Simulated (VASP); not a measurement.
# GeP5 (I4/mmm) in VASP: a series of runs

Runs on GeP5. Level: PBE. Tasks: single point, relaxation of cell and atoms.

Everything below comes from runs of VASP 6.6.1. Logs are shortened: lines on timing, memory, paths and dates and some standing lists are left out, and cuts for length are marked.

## Step 1: The cell of the first run

The structure is tetragonal, space group I4/mmm (No. 139). Conventional cell: a = 4.901 Å, b = 4.901 Å, c = 9.225 Å, α = 90.00°, β = 90.00°, γ = 90.00°. Ge (site symmetry 4/mmm) has 12 P at 2.71 to 3.47 Å within 3.6 Å. Within 3.0 Å of P (site symmetry 2mm) lie 4 P at 2.28 to 2.71 Å and 2 Ge at 2.71 Å. P (site symmetry 4/mmm) has 8 P at 2.71 Å and 4 Ge at 3.47 Å within 3.6 Å.

## Step 2: Single point, PBE

File INCAR:

```
SYSTEM = GeP5
  PREC = Accurate
  ENCUT = 520
  EDIFF = 1E-6
  ISMEAR = 0
  SIGMA = 0.1
  LREAL = .FALSE.
  LASPH = .TRUE.
  NELM = 60
  ALGO = Normal
  ISIF = 2
  LWAVE = .FALSE.
  LCHARG = .FALSE.
  GGA = PE
  NBANDS = 28
```

File KPOINTS:

```
Automatic mesh
0
G
  4 4 4
  0 0 0
```

File POSCAR:

```
GeP5
1.0
   -2.4504050885      2.4504050885      4.6122758295
    2.4504050885     -2.4504050885      4.6122758295
    2.4504050885      2.4504050885     -4.6122758295
Ge P
1 5
Direct
    0.0000000000      0.0000000000      0.0000000000
    0.3733207406      0.8733207406      0.5000000000
    0.8733207406      0.3733207406      0.5000000000
    0.6266792594      0.1266792594      0.5000000000
    0.1266792594      0.6266792594      0.5000000000
    0.5000000000      0.5000000000      0.0000000000
```

Potentials or basis: VASP PAW PBE potentials, release 64 (Ge_d, P).

Command:

```console
$ cat potpaw_PBE.64/Ge_d/POTCAR potpaw_PBE.64/P/POTCAR > POTCAR
$ mpirun -np 1 vasp_std > vasp.out
```

OUTCAR:

```text
SYSTEM = GeP5
   PREC = Accurate
   ENCUT = 520
   EDIFF = 1E-6
   ISMEAR = 0
   LREAL = .FALSE.
   LASPH = .TRUE.
   NELM = 60
   ISIF = 2
   GGA = PE

 ion  position               nearest neighbor table
   1  0.000  0.000  0.000-   4 2.71   5 2.71   3 2.71   2 2.71   4 2.71   5 2.71   2 2.71   3 2.71

   2  0.373  0.873  0.500-   5 2.28   4 2.34   1 2.71   6 2.71   1 2.71   6 2.71
   3  0.873  0.373  0.500-   4 2.28   5 2.34   6 2.71   1 2.71   1 2.71   6 2.71
   4  0.627  0.127  0.500-   3 2.28   2 2.34   6 2.71   1 2.71   1 2.71   6 2.71
   5  0.127  0.627  0.500-   2 2.28   3 2.34   1 2.71   6 2.71   1 2.71   6 2.71
   6  0.500  0.500  0.000-   5 2.71   4 2.71   2 2.71   3 2.71   4 2.71   5 2.71   2 2.71   3 2.71

  LATTYP: Found a body centered tetragonal cell.
 ALAT       =     4.9008101770
 C/A-ratio  =     1.8822503476

  Lattice vectors:

 A1 = (  -2.4504050885,   2.4504050885,   4.6122758295)
 A2 = (   2.4504050885,  -2.4504050885,   4.6122758295)
 A3 = (   2.4504050885,   2.4504050885,  -4.6122758295)

Analysis of symmetry for initial positions (statically):
=====================================================================
 Subroutine PRICEL returns:
 Original cell was already a primitive cell.

 Routine SETGRP: Setting up the symmetry group for a
 body centered tetragonal supercell.

 Subroutine GETGRP returns: Found 16 space group operations
 (whereof 16 operations were pure point group operations)
 out of a pool of 16 trial point group operations.

The static configuration has the point symmetry D_4h.

Analysis of symmetry for dynamics (positions and initial velocities):
=====================================================================
 Subroutine PRICEL returns:
 Original cell was already a primitive cell.

 Routine SETGRP: Setting up the symmetry group for a
 body centered tetragonal supercell.

 Subroutine GETGRP returns: Found 16 space group operations
 (whereof 16 operations were pure point group operations)
 out of a pool of 16 trial point group operations.

The dynamic configuration has the point symmetry D_4h.

 Subroutine INISYM returns: Found 16 space group operations
 (whereof 16 operations are pure point group operations),
 and found     1 'primitive' translations

----------------------------------------------------------------------------------------

                                     Primitive cell

  volume of cell :     110.7774

  direct lattice vectors                    reciprocal lattice vectors
    -2.450405089  2.450405089  4.612275829     0.000000000  0.204047895  0.108406353
     2.450405089 -2.450405089  4.612275829     0.204047895  0.000000000  0.108406353
     2.450405089  2.450405089 -4.612275829     0.204047895  0.204047895  0.000000000

  length of vectors
     5.769060454  5.769060454  5.769060454     0.231057310  0.231057310  0.288567300

  position of ions in fractional coordinates (direct lattice)
     0.000000000  0.000000000  0.000000000
     0.373320741  0.873320741  0.500000000
     0.873320741  0.373320741  0.500000000
     0.626679259  0.126679259  0.500000000
     0.126679259  0.626679259  0.500000000
     0.500000000  0.500000000  0.000000000

  ion indices of the primitive-cell ions
   primitive index   ion index
                 1           1
                 2           2
                 3           3
                 4           4
                 5           5
                 6           6

----------------------------------------------------------------------------------------

 KPOINTS: Automatic mesh

Automatic generation of k-mesh.
 Grid dimensions read from file:
 generate k-points for:    4    4    4

 Generating k-lattice:

  Cartesian coordinates                     Fractional coordinates (reciprocal lattice)
     0.000000000  0.051011974  0.027101588     0.250000000 -0.000000000  0.000000000
     0.051011974  0.000000000  0.027101588    -0.000000000  0.250000000  0.000000000
     0.051011974  0.051011974  0.000000000     0.000000000  0.000000000  0.250000000

  Length of vectors
     0.057764328  0.057764328  0.072141825

  Shift w.r.t. Gamma in fractional coordinates (k-lattice)
     0.000000000  0.000000000  0.000000000

 Subroutine IBZKPT returns following result:
 ===========================================

 Found     13 irreducible k-points:

 Following reciprocal coordinates:
            Coordinates               Weight
  0.000000  0.000000  0.000000      1.000000
  0.250000  0.000000  0.000000      8.000000
  0.500000  0.000000  0.000000      4.000000
  0.250000  0.250000  0.000000      8.000000
  0.500000  0.250000  0.000000     16.000000
 -0.250000  0.250000  0.000000      4.000000
  0.500000  0.500000  0.000000      2.000000
  0.250000  0.250000  0.250000      2.000000
 -0.250000  0.250000  0.250000      4.000000
  0.500000  0.500000  0.250000      4.000000
 -0.250000  0.500000  0.250000      8.000000
 -0.250000 -0.250000  0.250000      2.000000
  0.500000  0.500000  0.500000      1.000000
   k-points           NKPTS =     13   k-points in BZ     NKDIM =     13   number of bands    NBANDS=     28
   number of dos      NEDOS =    301   number of ions     NIONS =      6
   total plane-waves  NPLWV = 110592
   dimension x,y,z NGX =    48 NGY =   48 NGZ =   48
   dimension x,y,z NGXF=    96 NGYF=   96 NGZF=   96
   ions per type =               1   5
   NGX,Y,Z   is equivalent  to a cutoff of  13.83, 13.83, 13.83 a.u.
   NGXF,Y,Z  is equivalent  to a cutoff of  27.66, 27.66, 27.66 a.u.
 SYSTEM =  GeP5
   PREC   = accura    normal or accurate (medium, high low for compatibility)
   ISTART =      0    job   : 0-new  1-cont  2-samecut
   ICHARG =      2    charge: 1-file 2-atom 10-const
   ISPIN  =      1    spin polarized calculation?
   LNONCOLLINEAR =      F non collinear calculations
   LSORBIT =      F    spin-orbit coupling
   LASPH  =      T    aspherical Exc in radial PAW
   ENCUT  =  520.0 eV  38.22 Ry    6.18 a.u.  10.73 10.73 10.73*2*pi/ulx,y,z
   NELM   =     60;   NELMIN=  2; NELMDL= -5     # of ELM steps
   EDIFF  = 0.1E-05   stopping-criterion for ELM
   LREAL  =      F    real-space projection
   EDIFFG = 0.1E-04   stopping-criterion for IOM
   NSW    =      0    number of steps for IOM
   IBRION =     -1    ionic relax: 0-MD 1-quasi-New 2-CG
   NFREE  =      0    steps in history (QN), initial steepest desc. (CG)
   ISIF   =      2    stress and relaxation
   ISYM   =      2    0-nonsym 1-usesym 2-fastsym
   POTIM  = 0.5000    time-step for ionic-motion
   TEBEG  =    0.0;   TEEND  =   0.0 temperature during run
   PSTRESS=    0.0 pullay stress
   NELECT =      39.0000    total number of electrons
   NUPDOWN=      -1.0000    fix difference up-down
   EMIN   =  10.00;   EMAX   =-10.00  energy-range for DOS
   EFERMI =   0.00;   METHOD = LEGACY
   ISMEAR =     0;   SIGMA  =   0.10  broadening in eV -4-tet -1-fermi 0-gaus
   EFERMI_NEDOS =   21; number of points for ismear=-14 and -15
   IALGO  =     38    algorithm
   IMIX   =      4    mixing-type and parameters
     AMIX     =   0.40;   BMIX     =  1.00
     AMIX_MAG =   1.60;   BMIX_MAG =  1.00
  volume/ion in A,a.u.               =      18.46       124.59
  Fermi-wavevector in a.u.,A,eV,Ry     =   1.155969  2.184464 18.180966  1.336263
  Thomas-Fermi vector in A             =   2.292593
   LORBIT       =      0    0 simple, 1 ext, 2 COOP (PROOUT), +10 PAW based schemes
   GGA     = PE    functional components
   LHFCALC =     F    Hartree Fock is set to
   AEXX    =    0.0000 exact exchange contribution
   IVDW    =     0    specifies the selected vdW correction
   LEPSILON=     F    determine dielectric tensor
   LRPA    =     F    only Hartree local field effects (RPA)
 non-spin polarized calculation
 Gauss-broadening in eV      SIGMA  =   0.10
  energy-cutoff  :      520.00
  volume of cell :      110.78
 maximum number of plane-waves:      2998
 NGX is ok and might be reduce to    48
   NGX = 21   NGY = 21   NGZ = 21

 number of electron      38.9999998 magnetization

 Free energy of the ion-electron system (eV)
  ---------------------------------------------------
  ext. energy  EPLUGINS =         0.00000000
  ---------------------------------------------------
  free energy    TOTEN  =       -27.83204843 eV

  energy without entropy =      -27.80738583  energy(sigma->0) =      -27.81971713

 E-fermi :   6.4368     XC(G=0): -10.2957

 val. band max:        6.3234068017   @ k =   0.2500   0.0000   0.0000
 cond. band min:       6.4522123623   @ k =  -0.2500   0.5000   0.2500
 fundamental gap:      0.1288055607
 Fermi energy:         6.4368337292

 k-point     1 :       0.0000    0.0000    0.0000
  band No.  band energies     occupation
      1     -18.1320      2.00000
      2     -18.1117      2.00000
      3     -18.1061      2.00000
      4     -18.1061      2.00000
      5     -18.1011      2.00000
      6      -8.2947      2.00000
[... 20 lines left out ...]
     27      10.4292      0.00000
     28      12.5088      0.00000

 k-point     2 :       0.2500    0.0000    0.0000
  band No.  band energies     occupation
      1     -18.1311      2.00000
      2     -18.1118      2.00000
      3     -18.1064      2.00000
      4     -18.1060      2.00000
      5     -18.1008      2.00000
      6      -7.8995      2.00000
[... 20 lines left out ...]
     27      11.0294      0.00000
     28      11.8306      0.00000

 k-point     3 :       0.5000    0.0000    0.0000
  band No.  band energies     occupation
      1     -18.1302      2.00000
      2     -18.1120      2.00000
      3     -18.1067      2.00000
      4     -18.1060      2.00000
      5     -18.1005      2.00000
      6      -6.8830      2.00000
[... 20 lines left out ...]
     27      11.8082      0.00000
     28      11.9164      0.00000

 k-point     4 :       0.2500    0.2500    0.0000
  band No.  band energies     occupation
      1     -18.1301      2.00000
      2     -18.1120      2.00000
      3     -18.1063      2.00000
      4     -18.1063      2.00000
      5     -18.1005      2.00000
      6      -7.3552      2.00000
[... 20 lines left out ...]
     27      11.4841      0.00000
     28      12.5483      0.00000

 k-point     5 :       0.5000    0.2500    0.0000
  band No.  band energies     occupation
      1     -18.1291      2.00000
      2     -18.1122      2.00000
      3     -18.1067      2.00000
      4     -18.1063      2.00000
      5     -18.1002      2.00000
      6      -6.8147      2.00000
[... 20 lines left out ...]
     27      10.9774      0.00000
     28      11.6770      0.00000

 k-point     6 :      -0.2500    0.2500    0.0000
  band No.  band energies     occupation
      1     -18.1301      2.00000
      2     -18.1120      2.00000
      3     -18.1064      2.00000
      4     -18.1063      2.00000
      5     -18.1005      2.00000
      6      -7.6883      2.00000
[... 20 lines left out ...]
     27      11.5451      0.00000
     28      12.2234      0.00000

 k-point     7 :       0.5000    0.5000    0.0000
  band No.  band energies     occupation
      1     -18.1281      2.00000
      2     -18.1124      2.00000
      3     -18.1068      2.00000
      4     -18.1065      2.00000
      5     -18.0999      2.00000
      6      -6.6069      2.00000
[... 20 lines left out ...]
     27      10.0667      0.00000
     28      10.4691      0.00000

 k-point     8 :       0.2500    0.2500    0.2500
  band No.  band energies     occupation
      1     -18.1281      2.00000
      2     -18.1124      2.00000
      3     -18.1067      2.00000
      4     -18.1067      2.00000
      5     -18.0999      2.00000
      6      -6.2109      2.00000
[... 20 lines left out ...]
     27      11.0700      0.00000
     28      12.0055      0.00000

 k-point     9 :      -0.2500    0.2500    0.2500
  band No.  band energies     occupation
      1     -18.1302      2.00000
      2     -18.1120      2.00000
      3     -18.1067      2.00000
      4     -18.1060      2.00000
      5     -18.1005      2.00000
      6      -7.1249      2.00000
[... 20 lines left out ...]
     27      11.2517      0.00000
     28      11.3750      0.00000

 k-point    10 :       0.5000    0.5000    0.2500
  band No.  band energies     occupation
      1     -18.1302      2.00000
      2     -18.1120      2.00000
      3     -18.1064      2.00000
      4     -18.1063      2.00000
      5     -18.1005      2.00000
      6      -6.8037      2.00000
[... 20 lines left out ...]
     27      10.8271      0.00000
     28      10.8319      0.00000

 k-point    11 :      -0.2500    0.5000    0.2500
  band No.  band energies     occupation
      1     -18.1311      2.00000
      2     -18.1118      2.00000
      3     -18.1063      2.00000
      4     -18.1060      2.00000
      5     -18.1008      2.00000
      6      -7.3285      2.00000
[... 20 lines left out ...]
     27      11.1018      0.00000
     28      11.4752      0.00000

 k-point    12 :      -0.2500   -0.2500    0.2500
  band No.  band energies     occupation
      1     -18.1321      2.00000
      2     -18.1117      2.00000
      3     -18.1060      2.00000
      4     -18.1060      2.00000
      5     -18.1011      2.00000
      6      -7.9750      2.00000
[... 20 lines left out ...]
     27      12.2680      0.00000
     28      12.2891      0.00000

 k-point    13 :       0.5000    0.5000    0.5000
  band No.  band energies     occupation
      1     -18.1321      2.00000
      2     -18.1117      2.00000
      3     -18.1060      2.00000
      4     -18.1060      2.00000
      5     -18.1011      2.00000
      6      -7.4682      2.00000
[... 20 lines left out ...]
     27      10.1720      0.00000
     28      12.5884      0.00000

------------------------ aborting loop because EDIFF is reached ----------------------------------------

  FORCE on cell =-STRESS in cart. coord.  units (eV):
  Direction    XX          YY          ZZ          XY          YZ          ZX
  --------------------------------------------------------------------------------------
  -------------------------------------------------------------------------------------
  Total        0.0768124      0.0768124     -0.0491023      0.0000000      0.0000000      0.0000000
  in kB        1.1109407      1.1109407     -0.7101689      0.0000000      0.0000000      0.0000000
  external PRESSURE =       0.5039042 kB  Pullay stress =       0.0000000 kB

 VOLUME and BASIS-vectors are now :
 -----------------------------------------------------------------------------
  energy-cutoff  :      520.00
  volume of cell :      110.78
      direct lattice vectors                 reciprocal lattice vectors
    -2.450405089  2.450405089  4.612275829     0.000000000  0.204047895  0.108406353
     2.450405089 -2.450405089  4.612275829     0.204047895  0.000000000  0.108406353
     2.450405089  2.450405089 -4.612275829     0.204047895  0.204047895  0.000000000

 POSITION                                       TOTAL-FORCE (eV/Angst)
 -----------------------------------------------------------------------------------
      0.00000      0.00000      0.00000        -0.000000     -0.000000     -0.000000
      2.45041      0.00000      3.44372         0.000000      0.000000      0.028909
      0.00000      2.45041      3.44372         0.000000      0.000000      0.028909
      0.00000      2.45041      1.16856         0.000000      0.000000     -0.028909
      2.45041      0.00000      1.16856        -0.000000     -0.000000     -0.028909
      0.00000      0.00000      4.61228        -0.000000     -0.000000     -0.000000
 -----------------------------------------------------------------------------------
    total drift:                                0.000000      0.000000     -0.000000

  FREE ENERGIE OF THE ION-ELECTRON SYSTEM (eV)
  ---------------------------------------------------
  free  energy   TOTEN  =       -27.8320484337 eV

  energy  without entropy=      -27.8073858305  energy(sigma->0) =      -27.81971713
```

Wall time 31 s (1 thread of Intel Xeon 6975P-C (Granite Rapids), shared host); peak memory 0.31 GiB.

What came out:

```yaml
Free_energy: -27.8320 eV
Pressure: 0.1 GPa
Largest_force: 0.029 eV/Å
```

Forces on the atoms (eV/Å):
```
Ge   0.000  0.000  0.000
P    0.000  0.000  0.029
P    0.000  0.000  0.029
P    0.000  0.000 -0.029
P    0.000  0.000 -0.029
P    0.000  0.000  0.000
```

Stress tensor (GPa, compression positive):
```
 0.11  0.00  0.00
 0.00  0.11  0.00
 0.00  0.00 -0.07
```

Levels at points of the mesh, in eV from the Fermi level:
| k point | band 15 | band 16 | band 17 | band 18 | band 19 | band 20 | band 21 | band 22 | band 23 | band 24 |
| --- | --- | --- | --- | --- | --- | --- | --- | --- | --- | --- |
| (0.00, 0.00, 0.00) | -3.17 | -3.17 | -3.13 | -3.13 | -1.29 | 1.67 | 2.23 | 2.30 | 2.30 | 2.88 |
| (0.50, 0.00, 0.00) | -3.39 | -2.15 | -2.13 | -0.98 | -0.97 | -0.74 | -0.41 | 1.93 | 3.33 | 3.44 |
| (0.50, 0.50, 0.00) | -1.36 | -1.13 | -0.25 | 0.09 | 0.20 | 0.54 | 0.75 | 1.53 | 1.73 | 2.05 |
| (0.50, 0.50, 0.50) | -2.52 | -2.52 | -1.78 | -0.53 | -0.53 | -0.14 | -0.14 | 0.11 | 0.71 | 1.89 |

Caveat: the k points lie up to 0.45 Å⁻¹ apart.

## Step 3: Single point, PBE

This run uses another cell than the first one, of 23.59 Å³/atom, 1.278 times its volume.

File INCAR:

```
  PREC = Accurate
  ENCUT = 520
  EDIFF = 1E-6
  ISMEAR = 0
  SIGMA = 0.1
  LREAL = False
  LASPH = True
  NELM = 60
  ALGO = Normal
  ISIF = 2
  LWAVE = False
  LCHARG = True
  GGA = PE
  LELF = True
  LVHAR = True
  NBANDS = 28
```

File KPOINTS:

```
regular mesh
0
Gamma
  4 4 4
```

File POSCAR:

```
GeP5
1.0
   -2.9577717900      2.9577717900      4.0455469100
    2.9577717900     -2.9577717900      4.0455469100
    2.9577717900      2.9577717900     -4.0455469100
Ge P
1 5
Direct
    0.0000000000      0.0000000000      0.0000000000
    0.3802885500      0.8802885500      0.5000000000
    0.8802885500      0.3802885500      0.5000000000
    0.6197114500      0.1197114500      0.5000000000
    0.1197114500      0.6197114500      0.5000000000
    0.5000000000      0.5000000000      0.0000000000
```

Potentials or basis: VASP PAW PBE potentials, release 64 (Ge_d, P).

Command:

```console
$ cat potpaw_PBE.64/Ge_d/POTCAR potpaw_PBE.64/P/POTCAR > POTCAR
$ mpirun -np 1 vasp_std > vasp.out
```

Run time: 35 s. Hardware: 1 thread of Intel Xeon 6975P-C (Granite Rapids), shared host; peak memory 0.32 GiB.

The run converged. Its results:

| Property | Result |
| --- | --- |
| Free energy | -24.1070 eV |
| Pressure | 2.3 GPa |
| Largest force | 3.497 eV/Å |

Forces in eV/Å, atoms in the order of the input:
```
Ge   0.000  0.000  0.000
P    0.000  0.000 -3.497
P    0.000  0.000 -3.497
P    0.000  0.000  3.497
P    0.000  0.000  3.497
P    0.000  0.000  0.000
```

Stress tensor (GPa, compression positive):
```
-10.85   0.00   0.00
  0.00 -10.85   0.00
  0.00   0.00  28.50
```

Levels at points of the mesh, in eV from the Fermi level:
| k point | band 16 | band 17 | band 18 | band 19 | band 20 | band 21 | band 22 | band 23 |
| --- | --- | --- | --- | --- | --- | --- | --- | --- |
| (0.00, 0.00, 0.00) | -4.18 | -2.19 | -2.19 | -1.21 | 1.80 | 1.85 | 1.85 | 2.94 |
| (0.50, 0.00, 0.00) | -1.70 | -1.51 | -0.67 | -0.47 | -0.45 | -0.12 | 0.08 | 0.47 |
| (0.50, 0.50, 0.00) | -1.99 | -1.22 | -1.10 | -0.85 | -0.70 | -0.22 | 0.05 | 0.27 |
| (0.50, 0.50, 0.50) | -3.01 | -1.32 | -0.95 | -0.95 | 1.07 | 1.96 | 1.96 | 2.25 |

Caveat: the k points lie up to 0.38 Å⁻¹ apart; forces of over 1 eV/Å act on the atoms, so gaps and moduli don't describe the material at rest.

(Continued in part 2 of 3.)
